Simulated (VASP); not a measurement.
# MgO (Periclase): single point with PBE

MgO (Periclase):

```
Mg O
1.0
     0.00000    2.09877    2.09877
     2.09877    0.00000    2.09877
     2.09877    2.09877    0.00000
Mg O
1 1
Direct
  0.00000 0.00000 0.00000
  0.50000 0.50000 0.50000
```

This cell differs from its parent crystal: volume scaled by 0.960.

| Property | Result |
| --- | --- |
| Program | VASP 6.6.1 |
| Task | single point |
| Functional | PBE |
| Potentials or basis | VASP PAW PBE potentials, release 64 (Mg, O) |
| Cutoff | 520 eV |
| k mesh | 10 × 10 × 10 |
| Occupations | gaussian, width 0.05 eV |
| Spin | no spin polarisation |
| Dipole correction | no |
| Further INCAR settings | ALGO = Normal; EDIFF = 1e-06; NBANDS = 11 |

* Pressure: 5.7 GPa
* Band gap on the k mesh: 4.83 eV, direct

Levels at points of the mesh, in eV from the valence-band top:
```csv
k point,band 1,band 2,band 3,band 4,band 5,band 6,band 7,band 8
"(0.00, 0.00, 0.00)",-17.32,0.00,0.00,0.00,4.83,15.86,15.86,15.86
"(0.50, 0.00, 0.00)",-16.01,-4.66,-0.66,-0.66,7.96,12.73,16.42,16.42
"(0.50, 0.50, 0.00)",-15.74,-4.13,-1.36,-1.36,9.13,10.08,13.21,19.13
```

It took 6.3 s on 1 thread of Intel Xeon 6975P-C (shared host), peak memory 0.14 GiB.
